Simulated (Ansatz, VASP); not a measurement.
**Two plane-wave programs on SnO**

```
CELL_PARAMETERS angstrom
3.87665 0.00000 0.00000
0.00000 3.87665 0.00000
0.00000 0.00000 4.31662
ATOMIC_POSITIONS crystal
Sn 0.00000 0.50000 0.25326
Sn 0.50000 0.00000 0.74674
O 0.00000 0.00000 0.00000
O 0.50000 0.50000 0.00000
```

Alike in both runs: task single point; functional PBEsol; dispersion D3(BJ); k mesh 14 × 14 × 12; occupations gaussian, width 0.15 eV; no spin polarisation.

|  | VASP | Ansatz |
| --- | --- | --- |
| version | VASP 6.6.1 | Ansatz 0.2.0 |
| potentials or method | VASP PAW PBE potentials, release 64 (Sn_d, O), cutoff 600 eV | scalar-relativistic, plane waves, PAW |
| valence electrons in the cell | 40 | 40 |

Ansatz gave:

```
pressure (GPa)                                                : -1.1
traceless stress, the component that is largest in VASP (GPa) : 3.93
rms of the force components (eV/Å)                            : 0.089
```

Task: What did VASP give for the same quantities?

Result: Pressure (GPa): -0.9; traceless stress, the component that is largest in VASP (GPa): 3.92; rms of the force components (eV/Å): 0.122.

VASP's potentials were made for PBE, not for PBEsol. Atom by atom the forces differ by 0.033 eV/Å (rms over components).
